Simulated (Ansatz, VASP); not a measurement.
Sc in VASP and in Ansatz

File INCAR:

```
SYSTEM = Sc
PREC = Accurate ; ENCUT = 520
EDIFF = 1E-6 ; ISMEAR = 0
SIGMA = 0.05 ; LREAL = .FALSE.
LASPH = .TRUE. ; NELM = 100
ALGO = Normal ; ISIF = 2
LWAVE = .FALSE. ; LCHARG = .FALSE.
NBANDS = 18
```

File KPOINTS:

```
regular mesh
0
G
  9 9 5
  0 0 0
```

POSCAR

```
Sc
1.0
    3.3090000000      0.0000000000      0.0000000000
   -1.6545000000      2.8656780611      0.0000000000
    0.0000000000      0.0000000000      5.2733000000
Sc
2
Direct
    0.6666666667      0.3333333333      0.7500000000
    0.3333333333      0.6666666667      0.2500000000
```

input.yaml

```yaml
crystal:
  lattice:
    - [3.309, 0.0, 0.0]
    - [-1.6545, 2.8656780611, 0.0]
    - [0.0, 0.0, 5.2733]
  atoms:
    - { symbol: Sc, position: [0.6666666667, 0.3333333333, 0.75] }
    - { symbol: Sc, position: [0.3333333333, 0.6666666667, 0.25] }
kpoints:
  mp_grid: { grid: [9, 9, 5] }
scf:
  occupations: { method: gaussian, width: 0.05 }
hamiltonian:
  xc: lda
  pseudopotentials: { kind: all_electron, lapw: { basis_error: 0.001 } }
output:
  forces: true
  stress: true
  eigenvalues: true
```

Alike in both runs: task single point; functional LDA; k mesh 9 × 9 × 5; occupations gaussian, width 0.05 eV; no spin polarisation.

```csv
,VASP,Ansatz
version,VASP 6.6.1,Ansatz 0.2.0
potentials or method,"VASP PAW LDA potentials, release 64 (Sc_sv), cutoff 520 eV","all-electron LAPW, scalar-relativistic"
```

Ansatz gave:

| Quantity | Value |
| --- | --- |
| gap on the k mesh at the Fermi level (eV) | none |
| pressure (GPa) | -5.3 |
| traceless stress, the component that is largest in VASP (GPa) | -1.17 |

Question: Estimate VASP's values.

Answer: gap on the k mesh at the Fermi level (eV): none; pressure (GPa): -5.3; traceless stress, the component that is largest in VASP (GPa): -1.18.

LDA's correlation is that of Perdew and Zunger in VASP and of Perdew and Wang (1992) in Ansatz. A gap of «none» marks a metal or a gap that the smearing closes. Ansatz ran all-electron here, and VASP with PAW potentials.
